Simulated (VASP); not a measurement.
Input of a VASP 6.6.1 run:

Contents of POSCAR:

```
CdH2O2
1.0
    3.5731678187      0.0000000000      0.0000000000
   -1.7865839093      3.0944542822      0.0000000000
    0.0000000000      0.0000000000      4.7191069404
Cd H O
1 2 2
Direct
    0.0000000000      0.0000000000      0.0000000000
    0.6666666667      0.3333333333      0.5509610000
    0.3333333333      0.6666666667      0.4490390000
    0.6666666667      0.3333333333      0.7593720000
    0.3333333333      0.6666666667      0.2406280000
```

The input INCAR.step1:

```
PREC = Accurate ; ENCUT = 520
ISMEAR = 0 ; SIGMA = 0.01
LREAL = F ; LASPH = T
NELM = 100 ; NBANDS = 21
GGA = PE ; ALGO = Normal
EDIFF = 1E-4 ; LWAVE = T
LCHARG = F
```

File INCAR.step2:

```
PREC = Accurate ; ENCUT = 520
EDIFF = 1E-6 ; ISMEAR = 0
SIGMA = 0.01 ; LREAL = F
LASPH = T ; NELM = 100
ALGO = Normal ; ISIF = 2
LWAVE = F ; LCHARG = F
METAGGA = R2SCAN ; LMIXTAU = T
NBANDS = 21 ; ISTART = 1
```

File KPOINTS:

```
regular mesh
0
Gamma
  6 6 4
```

Potentials or basis: VASP PAW PBE potentials, release 64 (Cd, H, O).

Run with:

```console
$ cat potpaw_PBE.64/Cd/POTCAR potpaw_PBE.64/H/POTCAR potpaw_PBE.64/O/POTCAR > POTCAR
$ cp INCAR.step1 INCAR
$ mpirun -np 1 vasp_std > vasp.out
$ cp INCAR.step2 INCAR
$ mpirun -np 1 vasp_std > vasp.out
```

**Question.** Estimate the largest force.

**Answer.** 0.718 eV/Å.

**Question.** What does it give for the band gap on the k mesh?

**Answer.** 2.11 eV (least direct gap 2.45 eV).

**Question.** Predict the pressure.

**Answer.** -5.1 GPa.

Forces in eV/Å, atoms in the order of the input:
```
Cd   0.000  0.000  0.000
H    0.000  0.000  0.718
H    0.000  0.000 -0.718
O    0.000  0.000 -0.379
O    0.000  0.000  0.379
```

Caveat: the cell stands under tension; the PAW data sets were made with another functional, which shifts forces and pressure a little. A k mesh can miss the band edges.
